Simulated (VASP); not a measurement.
# ZrFe5Co14 in VASP: a series of runs

ZrFe5Co14 is run at these levels: PBE; tasks: single point.

All numbers are computed with VASP 6.6.1; they aren't measurements. Logs are shortened: lines on timing, memory, paths and dates and some standing lists are left out, and cuts for length are marked.

## Step 1: The cell of the first run

The cell holds a disordered packing, 20 atoms: a = 6.049 Å, b = 6.486 Å, c = 6.075 Å, α = 90.43°, β = 94.19°, γ = 91.07°.

## Step 2: Single point, PBE

INCAR

```
SYSTEM = ZrFe5Co14
ALGO     = Normal         ! electronic algorithm
EDIFF    = 1E-6           ! SCF threshold, eV
ENCUT    = 400            ! plane-wave cutoff, eV
GGA      = PE             ! functional
GGA_COMPAT= .FALSE.      
ISIF     = 2              ! what is computed and relaxed
ISMEAR   = -1             ! smearing method
ISYM     = -1           
LASPH    = .TRUE.         ! aspherical terms in the spheres
LCHARG   = .FALSE.        ! write CHGCAR
LREAL    = Auto         
LWAVE    = .FALSE.        ! write WAVECAR
NBANDS   = 105            ! bands
NELM     = 120            ! most SCF steps
PREC     = Accurate       ! precision mode
SIGMA    = 0.2249         ! smearing width, eV
```

KPOINTS

```
explicit points
1
Reciprocal
  0.25000000   0.25000000   0.25000000 1
```

POSCAR

```
ZrFe5Co14
1.0
    6.0449880000     -0.0587590000     -0.2216450000
   -0.0587590000      6.4854100000     -0.0245630000
   -0.2216450000     -0.0245630000      6.0708720000
Co Fe Zr
14 5 1
Direct
    0.7236673072      0.1166029966      0.1267464311
    0.9129383307      0.5936437534      0.7408619203
    0.9610451687      0.9623163560      0.4518611549
    0.3366181096      0.4006748101      0.2205787729
    0.7317959124      0.4059836381      0.4006330690
    0.6458988094      0.4539913869      1.0281281885
    0.3197625716      0.8437505866      0.5811408675
    0.5414823523      0.7395910663      0.2520187267
    0.5824628933      0.9091119347      0.8311971500
    0.8454593100      0.7521340091      0.0744241513
    0.7572044087      0.2159304727      0.7146143868
    0.0133752373      0.9348523096      0.8403941529
    0.5201828682      0.0883521975      0.4299474815
    0.5722479878      0.5523696917      0.6603917464
    0.1509390421      0.9980584525      0.1515792449
    0.3901850059      0.2153759975      0.8814789434
    0.2944662857      0.5824224467      0.9329811306
    1.0302147667      0.3515807724      0.0774362942
    0.1510874151      0.6630661232      0.3118072104
    0.2035881841      0.3471100546      0.5481977494
```

Potentials or basis: VASP PAW PBE potentials, release 64 (Co, Fe, Zr_sv).

The run is started by

```console
cat potpaw_PBE.64/Co/POTCAR potpaw_PBE.64/Fe/POTCAR potpaw_PBE.64/Zr_sv/POTCAR > POTCAR
mpirun -np 1 vasp_std > vasp.out
```

OUTCAR:

```text
SYSTEM = ZrFe5Co14
   EDIFF = 1E-6
   ENCUT = 400
   GGA = PE
   ISIF = 2
   ISMEAR = -1
   ISYM = -1
   LASPH = .TRUE.
   LREAL = Auto
   NELM = 120
   PREC = Accurate

 ion  position               nearest neighbor table
   1  0.724  0.117  0.127-  13 2.30   6 2.32   9 2.34  18 2.42   5 2.50  10 2.51  16 2.51   3 2.58
                            11 2.61  15 2.70   8 2.80  12 2.82   4 3.09
   2  0.913  0.594  0.741-  14 2.09  10 2.33  12 2.35  17 2.51   5 2.56  11 2.61   6 2.62  18 2.65
                            20 2.72   9 2.96   3 3.00  19 3.10
   3  0.961  0.962  0.452-  15 2.24  12 2.37   7 2.40  19 2.45   1 2.58  11 2.66  10 2.70  13 2.80
                            20 2.91   2 3.00   8 3.06
   4  0.337  0.401  0.221-  18 2.01  17 2.12  19 2.15  20 2.23   6 2.30  16 2.42   8 2.50   5 2.55
                            13 2.62  15 2.84  14 3.08   1 3.09
   5  0.732  0.406  0.401-  14 2.13  11 2.28   6 2.31  13 2.42   1 2.50   4 2.55   2 2.56   8 2.61
                            18 2.79  20 2.96  19 3.09  10 3.11  20 3.40
   6  0.646  0.454  0.028-  10 2.27  16 2.30   4 2.30   5 2.31   1 2.32  17 2.33  14 2.34   8 2.41
                            18 2.43  11 2.58   2 2.62
   7  0.320  0.844  0.581-   9 2.15  19 2.19  13 2.22   3 2.40  14 2.48   8 2.58  12 2.59  17 2.75
                            15 2.92  16 3.02  20 3.29  20 3.36
   8  0.541  0.740  0.252-  10 2.20   6 2.41  19 2.46   4 2.50  13 2.51  17 2.55   7 2.58   5 2.61
                            14 2.77   1 2.80   9 2.82  15 2.95   3 3.06
   9  0.582  0.909  0.831-   7 2.15   1 2.34  10 2.34  16 2.35  11 2.37  14 2.53  12 2.61  13 2.71
                             8 2.82  17 2.82   2 2.96
  10  0.845  0.752  0.074-  12 2.16   8 2.20   6 2.27   2 2.33   9 2.34  19 2.34  15 2.44   1 2.51
                             3 2.70  18 2.85   5 3.11
  11  0.757  0.216  0.715-   5 2.28  13 2.30   9 2.37  14 2.48  12 2.50  16 2.51   6 2.58   2 2.61
                             1 2.61   3 2.66  18 2.78  20 3.06
  12  0.013  0.935  0.840-  15 2.04  10 2.16   2 2.35   3 2.37  11 2.50   7 2.59   9 2.61   1 2.82
                            16 2.89  17 2.91  18 3.05  20 3.45
  13  0.520  0.088  0.430-   7 2.22   1 2.30  11 2.30   5 2.42   8 2.51   4 2.62  20 2.70   9 2.71
                            15 2.75   3 2.80  16 3.02
  14  0.572  0.552  0.660-   2 2.09   5 2.13   6 2.34  17 2.45   7 2.48  11 2.48   9 2.53  20 2.62
                             8 2.77  16 2.82   4 3.08
  15  0.151  0.998  0.152-  12 2.04   3 2.24  19 2.39  10 2.44  18 2.45  16 2.66   1 2.70  13 2.75
                             4 2.84   7 2.92   8 2.95  20 3.29
  16  0.390  0.215  0.881-   6 2.30   9 2.35  20 2.41   4 2.42  17 2.48  11 2.51   1 2.51  15 2.66
                            18 2.72  14 2.82  12 2.89   7 3.02  13 3.02
  17  0.294  0.582  0.933-   4 2.12   6 2.33  18 2.39  14 2.45  16 2.48   2 2.51   8 2.55  19 2.57
                             7 2.75  20 2.80   9 2.82  12 2.91
  18  0.030  0.352  0.077-   4 2.01  17 2.39   1 2.42   6 2.43  15 2.45  19 2.53   2 2.65  16 2.72
                            11 2.78   5 2.79  10 2.85  20 2.97  12 3.05  20 3.45
  19  0.151  0.663  0.312-   4 2.15   7 2.19  10 2.34  15 2.39   3 2.45   8 2.46  20 2.52  18 2.53
                            17 2.57   5 3.09   2 3.10
  20  0.204  0.347  0.548-   4 2.23  16 2.41  19 2.52  14 2.62  13 2.70   2 2.72  17 2.80   3 2.91
                             5 2.96  18 2.97  11 3.06   7 3.29  15 3.29   7 3.36   5 3.40  12 3.45

IMPORTANT INFORMATION: All symmetrisations will be switched off!
NOSYMM: (Re-)initialisation of all symmetry stuff for point group C_1.

----------------------------------------------------------------------------------------

                                     Primitive cell

  volume of cell :     237.6600

  direct lattice vectors                    reciprocal lattice vectors
     6.044988000 -0.058759000 -0.221645000     0.165663105  0.001523869  0.006054456
    -0.058759000  6.485410000 -0.024563000     0.001523869  0.154208637  0.000679570
    -0.221645000 -0.024563000  6.070872000     0.006054456  0.000679570  0.164944778

  length of vectors
     6.049335422  6.485722691  6.074966394     0.165780707  0.154217663  0.165057257

  position of ions in fractional coordinates (direct lattice)
     0.723667307  0.116602997  0.126746431
     0.912938331  0.593643753  0.740861920
     0.961045169  0.962316356  0.451861155
     0.336618110  0.400674810  0.220578773
     0.731795912  0.405983638  0.400633069
     0.645898809  0.453991387  0.028128188
[... 12 lines left out ...]
     0.151087415  0.663066123  0.311807210
     0.203588184  0.347110055  0.548197749

  ion indices of the primitive-cell ions
   primitive index   ion index
                 1           1
                 2           2
                 3           3
                 4           4
                 5           5
                 6           6
[... 12 lines left out ...]
                19          19
                20          20

----------------------------------------------------------------------------------------

 KPOINTS: explicit points

Read explicit list of k-points.

 Found      1 k-points:

 Following reciprocal coordinates:
            Coordinates               Weight
  0.250000  0.250000  0.250000      1.000000
   k-points           NKPTS =      1   k-points in BZ     NKDIM =      1   number of bands    NBANDS=    105
   number of dos      NEDOS =    301   number of ions     NIONS =     20
   total plane-waves  NPLWV =  67200
   dimension x,y,z NGX =    40 NGY =   42 NGZ =   40
   dimension x,y,z NGXF=    80 NGYF=   84 NGZF=   80
   ions per type =              14   5   1
   NGX,Y,Z   is equivalent  to a cutoff of  10.99, 10.77, 10.95 a.u.
   NGXF,Y,Z  is equivalent  to a cutoff of  21.99, 21.53, 21.89 a.u.
 SYSTEM =  ZrFe5Co14
   PREC   = accura    normal or accurate (medium, high low for compatibility)
   ISTART =      0    job   : 0-new  1-cont  2-samecut
   ICHARG =      2    charge: 1-file 2-atom 10-const
   ISPIN  =      1    spin polarized calculation?
   LNONCOLLINEAR =      F non collinear calculations
   LSORBIT =      F    spin-orbit coupling
   LASPH  =      T    aspherical Exc in radial PAW
   ENCUT  =  400.0 eV  29.40 Ry    5.42 a.u.   9.86 10.58  9.91*2*pi/ulx,y,z
   NELM   =    120;   NELMIN=  2; NELMDL= -5     # of ELM steps
   EDIFF  = 0.1E-05   stopping-criterion for ELM
   LREAL  =      T    real-space projection
   EDIFFG = 0.1E-04   stopping-criterion for IOM
   NSW    =      0    number of steps for IOM
   IBRION =     -1    ionic relax: 0-MD 1-quasi-New 2-CG
   NFREE  =      0    steps in history (QN), initial steepest desc. (CG)
   ISIF   =      2    stress and relaxation
   ISYM   =     -1    0-nonsym 1-usesym 2-fastsym
   POTIM  = 0.5000    time-step for ionic-motion
   TEBEG  =    0.0;   TEEND  =   0.0 temperature during run
   PSTRESS=    0.0 pullay stress
   NELECT =     178.0000    total number of electrons
   NUPDOWN=      -1.0000    fix difference up-down
   EMIN   =  10.00;   EMAX   =-10.00  energy-range for DOS
   EFERMI =   0.00;   METHOD = LEGACY
   ISMEAR =    -1;   SIGMA  =   0.22  broadening in eV -4-tet -1-fermi 0-gaus
   EFERMI_NEDOS =   21; number of points for ismear=-14 and -15
   IALGO  =     38    algorithm
   IMIX   =      4    mixing-type and parameters
     AMIX     =   0.40;   BMIX     =  1.00
     AMIX_MAG =   1.60;   BMIX_MAG =  1.00
  volume/ion in A,a.u.               =      11.88        80.19
  Fermi-wavevector in a.u.,A,eV,Ry     =   1.486721  2.809495 30.073493  2.210339
  Thomas-Fermi vector in A             =   2.599972
   LORBIT       =      0    0 simple, 1 ext, 2 COOP (PROOUT), +10 PAW based schemes
   GGA     = PE    functional components
   LHFCALC =     F    Hartree Fock is set to
   AEXX    =    0.0000 exact exchange contribution
   IVDW    =     0    specifies the selected vdW correction
   LEPSILON=     F    determine dielectric tensor
   LRPA    =     F    only Hartree local field effects (RPA)
 non-spin polarized calculation
  energy-cutoff  :      400.00
  volume of cell :      237.66
 maximum number of plane-waves:      4325
 NGX is ok and might be reduce to    40
   NGX = 19   NGY = 21   NGZ = 19

 number of electron     178.0000008 magnetization

 Free energy of the ion-electron system (eV)
  ---------------------------------------------------
  ext. energy  EPLUGINS =         0.00000000
  ---------------------------------------------------
  free energy    TOTEN  =      -139.65450797 eV

  energy without entropy =     -132.48766681  energy(sigma->0) =     -136.07108739

 E-fermi :   8.6665     XC(G=0): -12.8937

 val. band max:        8.6572170725   @ k =   0.2500   0.2500   0.2500
 cond. band min:       8.6883813790   @ k =   0.2500   0.2500   0.2500
 fundamental gap:      0.0311643065
 Fermi energy:         8.6665492011

 k-point     1 :       0.2500    0.2500    0.2500
  band No.  band energies     occupation
      1     -39.7244      2.00000
      2     -18.0118      2.00000
      3     -17.8591      2.00000
      4     -17.8239      2.00000
      5       1.1617      2.00000
      6       2.7132      2.00000
[... 93 lines left out ...]
    100       9.0650      0.29068
    101       9.1183      0.23662
 [bands above 101 left out]

------------------------ aborting loop because EDIFF is reached ----------------------------------------

  FORCE on cell =-STRESS in cart. coord.  units (eV):
  Direction    XX          YY          ZZ          XY          YZ          ZX
  --------------------------------------------------------------------------------------
  -------------------------------------------------------------------------------------
  Total        7.4296648     -5.1425584     14.4132913      2.3618305     -1.2117942      6.3747702
  in kB       50.0868529    -34.6683966     97.1667519     15.9222061     -8.1692727     42.9753134
  external PRESSURE =      37.5284027 kB  Pullay stress =       0.0000000 kB

 VOLUME and BASIS-vectors are now :
 -----------------------------------------------------------------------------
  energy-cutoff  :      400.00
  volume of cell :      237.66
      direct lattice vectors                 reciprocal lattice vectors
     6.044988000 -0.058759000 -0.221645000     0.165663105  0.001523869  0.006054456
    -0.058759000  6.485410000 -0.024563000     0.001523869  0.154208637  0.000679570
    -0.221645000 -0.024563000  6.070872000     0.006054456  0.000679570  0.164944778

 POSITION                                       TOTAL-FORCE (eV/Angst)
 -----------------------------------------------------------------------------------
      4.33962      0.71058      0.60620         0.657992     -0.727514     -0.053480
      5.31961      3.77818      4.28075         2.062568      0.080776     -0.387854
      5.65281      6.17345      2.50654        -1.684126      0.155879      0.159136
      1.96242      2.57334      1.25465         5.162297     -2.445629      0.570810
      4.31104      2.58013      2.26002         1.547237      0.220704     -1.568819
      3.87154      2.90568      0.01645         0.808919     -0.081856     -0.917865
[... 12 lines left out ...]
      0.80525      4.28372      1.84317        -1.468647      0.929035     -0.594446
      1.08879      2.22572      3.27439        -2.524984     -1.822521      2.368578
 -----------------------------------------------------------------------------------
    total drift:                               -0.000525      0.002023      0.005679

  FREE ENERGIE OF THE ION-ELECTRON SYSTEM (eV)
  ---------------------------------------------------
  free  energy   TOTEN  =      -139.6545079726 eV

  energy  without entropy=     -132.4876668051  energy(sigma->0) =     -136.07108739
```

It took 2.4 min on 1 thread of Intel Xeon 6975P-C (Granite Rapids), shared host; peak memory 0.26 GiB.

Results:

```
Free energy   : -139.6545 eV
Pressure      : 3.8 GPa
Largest force : 5.741 eV/Å
```

Forces on the atoms (eV/Å):
```
Co   0.658 -0.728 -0.053
Co   2.063  0.081 -0.388
Co  -1.684  0.156  0.159
Co   5.162 -2.446  0.571
Co   1.547  0.221 -1.569
Co   0.809 -0.082 -0.918
Co  -2.128 -0.086  0.200
Co  -1.088  0.402  0.708
Co   0.960 -0.850  0.339
Co   0.948 -0.477  2.012
Co   0.548  0.116  1.202
Co   0.637  1.155 -2.726
Co   0.375 -0.056 -0.433
Co  -2.739  1.134  0.244
Fe   2.048  1.100  1.432
Fe  -0.233 -0.996  0.802
Fe  -0.693  2.667 -1.544
Fe  -3.195 -0.418 -1.812
Fe  -1.469  0.929 -0.594
Zr  -2.525 -1.823  2.369
```

Stress tensor (GPa, compression positive):
```
 5.01  1.59  4.30
 1.59 -3.47 -0.82
 4.30 -0.82  9.72
```

Caveat: the atoms stand as in a frame of molecular dynamics; the run has no spin polarisation, though such a crystal can be magnetic. Spin polarisation is off, so any magnetic state and its effect on volume and gap are missing.

## Step 3: Single point, PBE

INCAR

```
PREC = Accurate
ENCUT = 400
EDIFF = 1E-6
ISMEAR = -1
SIGMA = 0.2249
LREAL = Auto
LASPH = True
NELM = 120
ALGO = Normal
ISIF = 2
LWAVE = False
LCHARG = False
GGA = PE
NBANDS = 105
ISYM = -1
GGA_COMPAT = False
```

KPOINTS is that of step 2.

POSCAR

```
ZrFe5Co14
1.0
    6.0449880000     -0.0587590000     -0.2216450000
   -0.0587590000      6.4854100000     -0.0245630000
   -0.2216450000     -0.0245630000      6.0708720000
Co Fe Zr
14 5 1
Direct
    0.6833574632      0.1295936946      0.0679819925
    0.9786273507      0.6130853552      0.7711895548
    0.8611347309      0.9543659544      0.4199441692
    0.4287019586      0.3687426553      0.2532754885
    0.8285346361      0.5061336287      0.3909225429
    0.5968528703      0.4837353966      0.9645768264
    0.2295942132      0.7804915377      0.6510156404
    0.4885065855      0.7582874399      0.2666932949
    0.5184975728      0.8726814507      0.8758542544
    0.8871111276      0.7331927430      0.0992869161
    0.7257109710      0.2044698936      0.6752449405
   -0.0278953816      0.9501001928      0.8602937830
    0.4934877696      0.0735031604      0.4396565361
    0.5163562785      0.5838858443      0.5818717271
    0.2273356401      0.9813960969      0.1538918693
    0.3406092931      0.1788252546      0.9211103169
    0.2801238840      0.6475642433      0.9773569890
    1.0324261208      0.3475832863      0.0444894532
    0.1694740908      0.6055590582      0.3218110071
    0.1335812542      0.2186826684      0.5337973061
```

Potentials or basis: VASP PAW PBE potentials, release 64 (Co, Fe, Zr_sv).

The run is started by

```console
cat potpaw_PBE.64/Co/POTCAR potpaw_PBE.64/Fe/POTCAR potpaw_PBE.64/Zr_sv/POTCAR > POTCAR
mpirun -np 1 vasp_std > vasp.out
```

OUTCAR:

```text
PREC = Accurate
   ENCUT = 400
   EDIFF = 1E-6
   ISMEAR = -1
   LREAL = Auto
   LASPH = True
   NELM = 120
   ISIF = 2
   GGA = PE
   ISYM = -1

 ion  position               nearest neighbor table
   1  0.683  0.130  0.068-   9 2.21  16 2.23   6 2.44  11 2.47   4 2.52  12 2.52  18 2.53   3 2.60
                            13 2.63  10 2.87   8 2.97  15 2.99
   2  0.979  0.613  0.771-   7 2.03  17 2.14  10 2.25  12 2.25  18 2.41   5 2.51   6 2.79  14 2.95
                            19 3.04  11 3.07  20 3.12
[... 294 lines left out ...]
  Total       11.5667560     -0.6569314      8.7930069      5.5626161     -2.7455140      1.3570003
  in kB       77.9769230     -4.4286824     59.2777805     37.5002025    -18.5087964      9.1481747
  external PRESSURE =      44.2753404 kB  Pullay stress =       0.0000000 kB

 VOLUME and BASIS-vectors are now :
 -----------------------------------------------------------------------------
  energy-cutoff  :      400.00
  volume of cell :      237.66
      direct lattice vectors                 reciprocal lattice vectors
     6.044988000 -0.058759000 -0.221645000     0.165663105  0.001523869  0.006054456
    -0.058759000  6.485410000 -0.024563000     0.001523869  0.154208637  0.000679570
    -0.221645000 -0.024563000  6.070872000     0.006054456  0.000679570  0.164944778

 POSITION                                       TOTAL-FORCE (eV/Angst)
 -----------------------------------------------------------------------------------
      4.10821      0.79865      0.25806         1.858789      0.320690      1.738534
      5.70884      3.89966      4.44983        -4.505658     -3.325092     -1.588708
      5.05639      6.12854      2.33512         0.315775     -1.597282      0.193266
      2.51369      2.36004      1.43353        -0.281329     -0.248308      0.229273
      4.89210      3.22420      2.17717        -1.224660     -0.681695      0.185930
      3.36575      3.07846      5.71165         2.211884     -0.222418     -0.751642
[... 12 lines left out ...]
      0.91756      3.90944      1.90124        -0.806539     -0.040090      1.054303
      0.67633      1.39729      3.20564        -0.230799      1.292994      0.125382
 -----------------------------------------------------------------------------------
    total drift:                                0.003634      0.007025      0.002228

  FREE ENERGIE OF THE ION-ELECTRON SYSTEM (eV)
  ---------------------------------------------------
  free  energy   TOTEN  =      -140.2891324502 eV

  energy  without entropy=     -133.4634167579  energy(sigma->0) =     -136.87627460
```

Wall time 100 s (1 thread of Intel Xeon 6975P-C (Granite Rapids), shared host); peak memory 0.25 GiB.

What came out:

```yaml
Free_energy: -140.2891 eV
Pressure: 4.4 GPa
Largest_force: 5.821 eV/Å
```

Forces in eV/Å, atoms in the order of the input:
```
Co   1.859  0.321  1.739
Co  -4.506 -3.325 -1.589
Co   0.316 -1.597  0.193
Co  -0.281 -0.248  0.229
Co  -1.225 -0.682  0.186
Co   2.212 -0.222 -0.752
Co   0.511  3.298 -3.383
Co   3.243  0.565  0.080
Co   2.541  0.082 -0.815
Co  -1.439 -0.459  1.283
Co   0.245  1.534  1.593
Co  -0.506  3.258 -1.612
Co   0.129 -1.032 -0.026
Co   0.574 -1.325  1.177
Fe  -1.295 -0.408  1.472
Fe  -0.010  0.945 -1.604
Fe  -0.695 -1.735  0.585
Fe  -0.634 -0.222  0.065
Fe  -0.807 -0.040  1.054
Zr  -0.231  1.293  0.125
```

Caveat: the atoms stand as in a frame of molecular dynamics; the run has no spin polarisation, though such a crystal can be magnetic.

(Part 1 of 2 ends here.)
